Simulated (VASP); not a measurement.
# Ti3Al (Amm2) in VASP: further runs, part 2 of 2

VASP 6.6.1.

## (3) Single point, PBEsol (all Al atoms moved -0.150 Å, as atom 4 along Cartesian [0 1 0])

Input file INCAR:

```
SYSTEM = Ti3Al
ALGO = Fast ; EDIFF = 1E-6
ENCUT = 520 ; GGA = PS
ISIF = 2 ; ISMEAR = 0
LASPH = .TRUE. ; LCHARG = .FALSE.
LREAL = .FALSE. ; LWAVE = .FALSE.
NBANDS = 28 ; NELM = 60
PREC = Accurate ; SIGMA = 0.15
```

Input file KPOINTS:

```
k-points
0
G
  18 18 6
  0 0 0
```

Input file POSCAR:

```
Ti3Al
1.0
    2.8957824532      0.0000000000      0.0000000000
   -1.4478912266      2.5078211683      0.0000000000
    0.0000000000      0.0000000000      9.1393541757
Ti Al
3 1
Direct
    0.6666666667      0.3333333333      0.0000000000
    0.3333333333      0.6666666667      0.7511761438
    0.3333333333      0.6666666667      0.2488238562
    0.6367602280      0.2735204560      0.5000000000
```

Potentials or basis: VASP PAW PBE potentials, release 64 (Ti_sv, Al).

Started as:

```sh
$ cat potpaw_PBE.64/Ti_sv/POTCAR potpaw_PBE.64/Al/POTCAR > POTCAR
$ mpirun -np 1 vasp_std > vasp.out
```

OUTCAR:

```text
SYSTEM = Ti3Al
   EDIFF = 1E-6
   ENCUT = 520
   GGA = PS
   ISIF = 2
   ISMEAR = 0
   LASPH = .TRUE.
   LREAL = .FALSE.
   NELM = 60
   PREC = Accurate

 ion  position               nearest neighbor table
   1  0.667  0.333  0.000-   2 2.82   3 2.82   2 2.82   3 2.82   2 2.82   3 2.82
   2  0.333  0.667  0.751-   4 2.75   1 2.82   1 2.82   1 2.82   4 2.89   4 2.89
   3  0.333  0.667  0.249-   4 2.75   1 2.82   1 2.82   1 2.82   4 2.89   4 2.89
   4  0.637  0.274  0.500-   2 2.75   3 2.75   2 2.89   3 2.89   2 2.89   3 2.89

  LATTYP: Found a hexagonal cell.
 ALAT       =     2.8957824532
 C/A-ratio  =     3.1560914272

  Lattice vectors:

 A1 = (   2.8957824532,   0.0000000000,   0.0000000000)
 A2 = (  -1.4478912266,   2.5078211683,   0.0000000000)
 A3 = (   0.0000000000,   0.0000000000,   9.1393541757)

Analysis of symmetry for initial positions (statically):
=====================================================================
 Subroutine PRICEL returns:
 Original cell was already a primitive cell.

 Routine SETGRP: Setting up the symmetry group for a
 hexagonal supercell.

[... 171 lines left out ...]

 E-fermi :   8.1991     XC(G=0): -11.4543

 val. band max:        8.1979856743   @ k =  -0.1667   0.1111   0.0000
 cond. band min:       8.1993738646   @ k =   0.1111   0.0556   0.0000
 fundamental gap:      0.0013881903
 Fermi energy:         8.1990661134

 k-point     1 :       0.0000    0.0000    0.0000
  band No.  band energies     occupation
      1     -48.2316      2.00000
      2     -48.1736      2.00000
      3     -48.1074      2.00000
      4     -24.8842      2.00000
      5     -24.6025      2.00000
      6     -24.2785      2.00000
[... 733 lines left out ...]
     27      10.2756      0.00000
     28      10.9317      0.00000

 [... further k-points ...]

------------------------ aborting loop because EDIFF is reached ----------------------------------------

  FORCE on cell =-STRESS in cart. coord.  units (eV):
  Direction    XX          YY          ZZ          XY          YZ          ZX
  --------------------------------------------------------------------------------------
  -------------------------------------------------------------------------------------
  Total       -0.4848214      0.3021022      0.1205303      0.0000000      0.0000000      0.0000000
  in kB      -11.7034620      7.2926693      2.9095704      0.0000000      0.0000000      0.0000000
  external PRESSURE =      -0.5004074 kB  Pullay stress =       0.0000000 kB

 VOLUME and BASIS-vectors are now :
 -----------------------------------------------------------------------------
  energy-cutoff  :      520.00
  volume of cell :       66.37
      direct lattice vectors                 reciprocal lattice vectors
     2.895782453  0.000000000  0.000000000     0.345329808  0.199376258  0.000000000
    -1.447891227  2.507821168  0.000000000     0.000000000  0.398752516  0.000000000
     0.000000000  0.000000000  9.139354176     0.000000000  0.000000000  0.109416922

 POSITION                                       TOTAL-FORCE (eV/Angst)
 -----------------------------------------------------------------------------------
      1.44789      0.83594      0.00000         0.000000      0.002868      0.000000
     -0.00000      1.67188      6.86526         0.000000     -0.190428      0.041745
     -0.00000      1.67188      2.27409         0.000000     -0.190428     -0.041745
      1.44789      0.68594      4.56968        -0.000000      0.377988      0.000000
 -----------------------------------------------------------------------------------
    total drift:                                0.000000      0.000005      0.000000

  FREE ENERGIE OF THE ION-ELECTRON SYSTEM (eV)
  ---------------------------------------------------
  free  energy   TOTEN  =       -29.6146698712 eV

  energy  without entropy=      -29.5719914647  energy(sigma->0) =      -29.59333067
```

OSZICAR:

```text
N       E                     dE             d eps       ncg     rms          rms(c)
DAV:   1     0.470035423688E+03    0.47004E+03   -0.19521E+04 20384   0.163E+03
DAV:   2     0.245774289849E+02   -0.44546E+03   -0.43702E+03 20572   0.499E+02
DAV:   3    -0.278092174618E+02   -0.52387E+02   -0.51086E+02 35196   0.143E+02
[... 33 lines left out ...]
RMM:  37    -0.296146659030E+02   -0.12832E-05   -0.23813E-05 27154   0.194E-02    0.108E-02
RMM:  38    -0.296146670928E+02   -0.11897E-05   -0.19245E-05 25684   0.175E-02    0.732E-03
RMM:  39    -0.296146681063E+02   -0.10135E-05   -0.14663E-05 23767   0.159E-02    0.466E-03
RMM:  40    -0.296146691336E+02   -0.10273E-05   -0.13395E-05 24051   0.143E-02    0.278E-03
RMM:  41    -0.296146698712E+02   -0.73756E-06   -0.96233E-06 21157   0.122E-02
   1 F= -.29614670E+02 E0= -.29593331E+02  d E =-.426784E-01
```

stdout:

```text
POSCAR found type information on POSCAR TiAl
 POSCAR found :  2 types and       4 ions
 scaLAPACK will be used
 -----------------------------------------------------------------------------
|                                                                             |
|                                                                             |
[... 51 lines left out ...]
WARNING in EDDRMM: call to ZHEGV failed, returncode =   8  4      7
WARNING in EDDRMM: call to ZHEGV failed, returncode =   6  3     19
WARNING in EDDRMM: call to ZHEGV failed, returncode =   8  4     25
WARNING in EDDRMM: call to ZHEGV failed, returncode =   8  4     15
WARNING in EDDRMM: call to ZHEGV failed, returncode =   8  4     26
WARNING in EDDRMM: call to ZHEGV failed, returncode =   6  3      7
WARNING in EDDRMM: call to ZHEGV failed, returncode =   8  4     21
WARNING in EDDRMM: call to ZHEGV failed, returncode =   6  3     11
```

It took 57 min on 1 thread of Oxide Virtual Turin-like, shared host; peak memory 0.59 GiB.

Results:

| Item | Value |
| --- | --- |
| Free energy | -29.6147 eV |
| Pressure | -0.1 GPa |
| Largest force | 0.378 eV/Å |
| Band gap on the k mesh | zero (an odd number of electrons rules out a gap without spin polarisation) |

Forces in eV/Å, atoms in the order of the input:
```
Ti   0.000  0.003  0.000
Ti   0.000 -0.190  0.042
Ti   0.000 -0.190 -0.042
Al   0.000  0.378  0.000
```

Stress tensor (GPa, compression positive):
```
-1.17  0.00  0.00
 0.00  0.73  0.00
 0.00  0.00  0.29
```

Levels at points of the mesh, in eV from the Fermi level:
```csv
k point,band 18,band 19,band 20,band 21,band 22,band 23
"(0.00, 0.00, 0.00)",0.55,0.77,0.85,0.85,0.94,0.95
"(0.50, 0.00, 0.00)",-1.26,-0.61,-0.35,0.91,1.05,1.19
"(0.00, 0.50, 0.00)",-1.29,-0.70,-0.38,0.93,1.09,1.19
"(0.00, 0.00, 0.50)",0.49,0.81,0.85,0.86,0.93,0.94
"(0.50, 0.00, 0.50)",-1.24,-0.96,0.05,0.88,0.93,1.11
"(0.00, 0.50, 0.50)",-1.25,-0.96,-0.07,0.89,0.95,1.11
```

Caveat: the cell differs from its parent crystal (all Al atoms moved -0.150 Å, as atom 4 along Cartesian [0 1 0]); the PAW data sets were made with another functional, which shifts forces and pressure a little.
